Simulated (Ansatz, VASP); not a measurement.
C: VASP beside Ansatz

```xyz
2
Lattice="0.0000 2.1127 3.3255 1.2198 0.0000 3.3255 1.2198 2.1127 0.0000" Properties=species:S:1:pos:R:3 pbc="T T T"
C     1.2198    0.7043    3.3255
C     1.2198    3.5212    3.3255
```

Change from the starting cell: volume scaled by 0.98.

Alike in both runs: task single point; functional PBEsol; k mesh 18 × 18 × 18; occupations fermi-dirac, width 0.05 eV; no spin polarisation.

|  | VASP | Ansatz |
| --- | --- | --- |
| version | VASP 6.6.1 | Ansatz 0.2.0 |
| potentials or method | VASP PAW PBE potentials, release 64 (C), cutoff 520 eV | all-electron LAPW, scalar-relativistic |

Ansatz gave:

* pressure (GPa): 7.4
* traceless stress, the component that is largest in VASP (GPa): -5.38

Question: What did VASP give for the same quantities?

Answer: Pressure (GPa): 8.1; traceless stress, the component that is largest in VASP (GPa): -6.24.

VASP's potentials were made for PBE, not for PBEsol. Ansatz ran all-electron here, and VASP with PAW potentials.
